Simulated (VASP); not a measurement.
# TaSe2F (P4/mmm) in VASP: a series of runs, part 2 of 2

VASP 6.6.1. The steps go on from the part before.

**4. Relaxation of cell and atoms, PBE**

Contents of INCAR:

```
SYSTEM = TaSe2F
PREC     = Accurate       ! precision mode
ENCUT    = 600            ! plane-wave cutoff, eV
EDIFF    = 1E-6           ! SCF threshold, eV
ISMEAR   = 0              ! smearing method
SIGMA    = 0.1            ! smearing width, eV
LREAL    = .FALSE.        ! projectors in reciprocal space
LASPH    = .TRUE.         ! aspherical terms in the spheres
NELM     = 80             ! most SCF steps
ALGO     = Normal         ! electronic algorithm
ISIF     = 3              ! what is computed and relaxed
LWAVE    = .FALSE.        ! write WAVECAR
LCHARG   = .FALSE.        ! write CHGCAR
GGA      = PE             ! functional
IBRION   = 2              ! ionic algorithm
NSW      = 90             ! ionic steps
EDIFFG   = -0.04          ! ionic threshold
```

Contents of KPOINTS:

```
regular mesh
0
G
  4 4 4
  0 0 0
```

Contents of POSCAR:

```
TaSe2F
1.0
    4.4405997500      0.0000000000      0.0000000000
    0.0000000000      4.4405997500      0.0000000000
    0.0000000000      0.0000000000      4.9066330600
Ta Se F
1 2 1
Direct
    0.5000000000      0.5000000000      0.0000000000
    0.0000000000      0.5000000000      0.0000000000
    0.5000000000      0.0000000000      0.0000000000
    0.5000000000      0.5000000000      0.5000000000
```

Potentials or basis: VASP PAW PBE potentials, release 64 (Ta_pv, Se, F).

Launch:

```bash
$ cat potpaw_PBE.64/Ta_pv/POTCAR potpaw_PBE.64/Se/POTCAR potpaw_PBE.64/F/POTCAR > POTCAR
$ mpirun -np 1 vasp_std > vasp.out
```

OUTCAR:

```text
SYSTEM = TaSe2F
   PREC = Accurate
   ENCUT = 600
   EDIFF = 1E-6
   ISMEAR = 0
   LREAL = .FALSE.
   LASPH = .TRUE.
   NELM = 80
   ISIF = 3
   GGA = PE
   IBRION = 2
   NSW = 90
   EDIFFG = -0.04

 ion  position               nearest neighbor table
   1  0.500  0.500  0.000-   2 2.22   3 2.22   3 2.22   2 2.22   4 2.45   4 2.45
   2  0.000  0.500  0.000-   1 2.22   1 2.22
   3  0.500  0.000  0.000-   1 2.22   1 2.22
   4  0.500  0.500  0.500-   1 2.45   1 2.45

  LATTYP: Found a simple tetragonal cell.
 ALAT       =     4.4405997500
 C/A-ratio  =     1.1049482809

  Lattice vectors:

 A1 = (   4.4405997500,   0.0000000000,   0.0000000000)
 A2 = (   0.0000000000,   4.4405997500,   0.0000000000)
 A3 = (   0.0000000000,   0.0000000000,   4.9066330600)

Analysis of symmetry for initial positions (statically):
=====================================================================
 Subroutine PRICEL returns:
 Original cell was already a primitive cell.

 Routine SETGRP: Setting up the symmetry group for a
 simple tetragonal supercell.

 Subroutine GETGRP returns: Found 16 space group operations
 (whereof 16 operations were pure point group operations)
 out of a pool of 16 trial point group operations.

The static configuration has the point symmetry D_4h.

Analysis of symmetry for dynamics (positions and initial velocities):
[... 195 lines left out ...]

 number of electron      29.9999960 magnetization

 E-fermi :  -1.0767     XC(G=0):  -6.9728

 val. band max:       -1.1229723492   @ k =   0.5000   0.0000   0.0000
 cond. band min:      -1.0731494385   @ k =   0.5000   0.2500   0.5000
 fundamental gap:      0.0498229107
 Fermi energy:        -1.0767248449

 k-point     1 :       0.0000    0.0000    0.0000
  band No.  band energies     occupation
      1     -37.9044      2.00000
      2     -37.5990      2.00000
      3     -37.5990      2.00000
      4     -25.7623      2.00000
      5     -12.7853      2.00000
      6     -12.4584      2.00000
[... 454 lines left out ...]
  FREE ENERGIE OF THE ION-ELECTRON SYSTEM (eV)
  ---------------------------------------------------
  free  energy   TOTEN  =       -24.3461580964 eV

  energy  without entropy=      -24.3263035870  energy(sigma->0) =      -24.33623084

[... ionic steps 4 to 7 ...]

--------------------------------------- Ionic step        8  -------------------------------------------

 number of electron      30.0000016 magnetization

------------------------ aborting loop because EDIFF is reached ----------------------------------------
[... 71 lines left out ...]
--------------------------------------- Ionic step       10  -------------------------------------------

 number of electron      30.0000016 magnetization

 Free energy of the ion-electron system (eV)
  ---------------------------------------------------
  ext. energy  EPLUGINS =         0.00000000
  ---------------------------------------------------
  free energy    TOTEN  =       -25.16309770 eV

  energy without entropy =      -25.14479993  energy(sigma->0) =      -25.15394881

 E-fermi :   1.3748     XC(G=0):  -8.4921

 val. band max:        1.3461679093   @ k =   0.5000   0.0000   0.0000
 cond. band min:       1.4133456119   @ k =   0.5000   0.2500   0.5000
 fundamental gap:      0.0671777026
 Fermi energy:         1.3747657606

 k-point     1 :       0.0000    0.0000    0.0000
  band No.  band energies     occupation
      1     -34.7666      2.00000
      2     -34.4179      2.00000
      3     -34.4179      2.00000
      4     -24.2307      2.00000
      5     -11.7430      2.00000
      6     -10.8081      2.00000
[... 416 lines left out ...]
  FREE ENERGIE OF THE ION-ELECTRON SYSTEM (eV)
  ---------------------------------------------------
  free  energy   TOTEN  =       -25.1630976974 eV

  energy  without entropy=      -25.1447999303  energy(sigma->0) =      -25.15394881

 reached required accuracy - stopping structural energy minimisation
```

OSZICAR:

```text
N       E                     dE             d eps       ncg     rms          rms(c)
DAV:   1     0.253370220598E+03    0.25337E+03   -0.16406E+04   684   0.158E+03
DAV:   2    -0.823713475551E+01   -0.26161E+03   -0.25545E+03   896   0.347E+02
DAV:   3    -0.234849284694E+02   -0.15248E+02   -0.14887E+02   857   0.848E+01
[... 116 lines left out ...]
DAV:   3    -0.251641379394E+02    0.37929E-02   -0.10493E-02   733   0.588E-01    0.203E-01
DAV:   4    -0.251632063734E+02    0.93157E-03   -0.14581E-03   735   0.315E-01    0.682E-02
DAV:   5    -0.251630980779E+02    0.10830E-03   -0.30912E-04   832   0.124E-01    0.410E-02
DAV:   6    -0.251630981668E+02   -0.88946E-07   -0.23852E-05   760   0.366E-02    0.107E-02
DAV:   7    -0.251630976974E+02    0.46939E-06   -0.35205E-06   719   0.155E-02
  10 F= -.25163098E+02 E0= -.25153949E+02  d E =-.257777E-02
```

It took 3.9 min on 1 thread of Intel Xeon Platinum 8259CL at 2.50GHz (Skylake/Cascade Lake), shared host; peak memory 0.25 GiB.

Results:

- Free energy: -25.1631 eV
- Relaxed volume: 25.65 Å³/atom
- Relaxed cell: a = 5.004 Å, b = 5.004 Å, c = 4.097 Å, α = 90.00°, β = 90.00°, γ = 90.00°
- Space group after relaxing (to 0.1 Å): P4/mmm (No. 123)
- Energy gained by relaxing: 977.2 meV/atom
- Ionic steps: 10
- Pressure after relaxing: 0.1 GPa
- Band gap on the k mesh: zero (bands 15 and 16 overlap by 1.08 eV)

Stress tensor (GPa, compression positive):
```
0.03 0.00 0.00
0.00 0.03 0.00
0.00 0.00 0.24
```

Step by step:
```tsv
step	energy change (eV)	largest force (eV/Å)	pressure (GPa)	volume (Å³)
1	0.0000	0.0000	25.30	96.75
2	-0.3307	0.0000	-14.65	152.92
3	-3.0918	0.0000	-7.45	121.09
4	-3.1136	0.0000	-6.33	119.34
5	-3.1150	0.0000	-5.63	118.31
6	-3.8693	0.0000	-2.25	106.08
7	-3.9062	0.0000	-0.77	103.62
8	-3.9062	0.0000	-0.57	103.33
9	-3.9072	0.0000	0.63	102.01
10	-3.9087	0.0000	0.10	102.59
```

Final structure:
```cif
data_structure
_symmetry_space_group_name_H-M 'P 1'
_symmetry_Int_Tables_number 1
_cell_length_a 5.0039
_cell_length_b 5.0039
_cell_length_c 4.0971
_cell_angle_alpha 90.000
_cell_angle_beta 90.000
_cell_angle_gamma 90.000
_cell_volume 102.59
loop_
_atom_site_label
_atom_site_type_symbol
_atom_site_fract_x
_atom_site_fract_y
_atom_site_fract_z
_atom_site_occupancy
Ta1 Ta 0.50000 0.50000 0.00000 1
Se1 Se 0.00000 0.50000 0.00000 1
Se2 Se 0.50000 0.00000 0.00000 1
F1 F 0.50000 0.50000 0.50000 1
```

Caveat: a cell axis changed by over 15 % at a fixed basis, so the end point is rough; spin-orbit coupling is left out, which moves the levels of the heavy elements.

**5. Overview**

| task | cell | cutoff (eV) | gap on the mesh (eV) | pressure (GPa) |
| --- | --- | --- | --- | --- |
| single point | a = 4.441, b = 4.441, c = 4.907 Å, 4 atoms | 520 | none | 25.3 |
| single point | a = 5.002, b = 5.002, c = 4.098 Å, 4 atoms | 520 | none | 0.2 |
| relaxation of cell and atoms | relaxed from a = 4.441, b = 4.441, c = 4.907 Å, 4 atoms | 600 | none | 0.1 |

Alike in all rows: level PBE; potentials or basis VASP PAW PBE potentials, release 64 (Ta_pv, Se, F); no spin polarisation; k mesh 4 × 4 × 4; smearing gaussian 0.1 eV.

Caveats: some runs use coarse meshes; spin-orbit coupling is left out, which moves the levels of the heavy elements; the stress differs along the axes, from -14 to 45 GPa (at least some runs); a cell axis changed by over 15 % at a fixed basis, so the end point is rough (at least some runs).

Total energies depend on the potentials used, so only differences within one code and one set of settings carry meaning.

The gap in the log of VASP goes by the Fermi energy; the results here count the filled bands.